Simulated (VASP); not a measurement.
Ba4Er:

```
CELL_PARAMETERS angstrom
5.13133 0.00000 0.00000
-2.56567 4.44386 0.00000
0.00000 0.00000 8.89634
ATOMIC_POSITIONS crystal
Ba 0.00000 0.00000 0.82831
Ba 0.00000 0.00000 0.17169
Ba 0.33333 0.66667 0.00000
Ba 0.66667 0.33333 0.00000
Er 0.00000 0.00000 0.50000
```

The cell was generated, and may not be a known phase.

```yaml
Program: VASP 6.6.1
Task: relaxation of cell and atoms
Functional: PBE
Potentials_or_basis: VASP PAW PBE potentials, release 64 (Ba_sv, Er_3), 4f in core
Cutoff: 500 eV
k_mesh: 4 × 4 × 2
Occupations: gaussian, width 0.2 eV
Spin: no spin polarisation
```

At the start: pressure 11.3 GPa; volume 40.57 Å³/atom.

Where does the relaxation end?

Over 12 steps the energy falls by 909.0 meV/atom and the volume is 98.06 Å³/atom (+141.7 %); space group P6/mmm (No. 191, to 0.1 Å) before and after.

The path:
```
step  energy change (eV)  largest force (eV/Å)  pressure (GPa)  volume (Å³)
   1              0.0000                1.8559           11.26       202.86
   2             -3.1613                0.0497            2.63       298.67
   3             -3.9386                0.1227            1.73       354.59
   4             -4.4674                0.3859           -0.04       486.53
   5             -4.4717                0.3755            0.05       476.50
   6             -4.4714                0.3674            0.11       469.46
   7             -4.4894                0.3093            0.08       472.98
   8             -4.5224                0.1485            0.00       483.67
   9             -4.5114                0.1220           -0.08       505.48
  10             -4.5291                0.0299           -0.04       492.40
  11             -4.5418                0.0165           -0.01       491.28
  12             -4.5452                0.0591            0.02       490.28
```

Final structure:
```cif
data_structure
_symmetry_space_group_name_H-M 'P 1'
_symmetry_Int_Tables_number 1
_cell_length_a 6.9407
_cell_length_b 6.9407
_cell_length_c 11.7518
_cell_angle_alpha 90.000
_cell_angle_beta 90.000
_cell_angle_gamma 120.000
_cell_volume 490.28
loop_
_atom_site_label
_atom_site_type_symbol
_atom_site_fract_x
_atom_site_fract_y
_atom_site_fract_z
_atom_site_occupancy
Ba1 Ba 0.00000 0.00000 0.82352 1
Ba2 Ba 0.00000 0.00000 0.17648 1
Ba3 Ba 0.33333 0.66667 0.00000 1
Ba4 Ba 0.66667 0.33333 0.00000 1
Er1 Er 0.00000 0.00000 0.50000 1
```

Caveat: the volume moved by over 15 % at a fixed basis, so the end points are rough; the highest band is partly filled, so the run has too few bands; the relaxation stopped at a loose force limit of 0.08 eV/Å, so its end isn't a converged minimum.
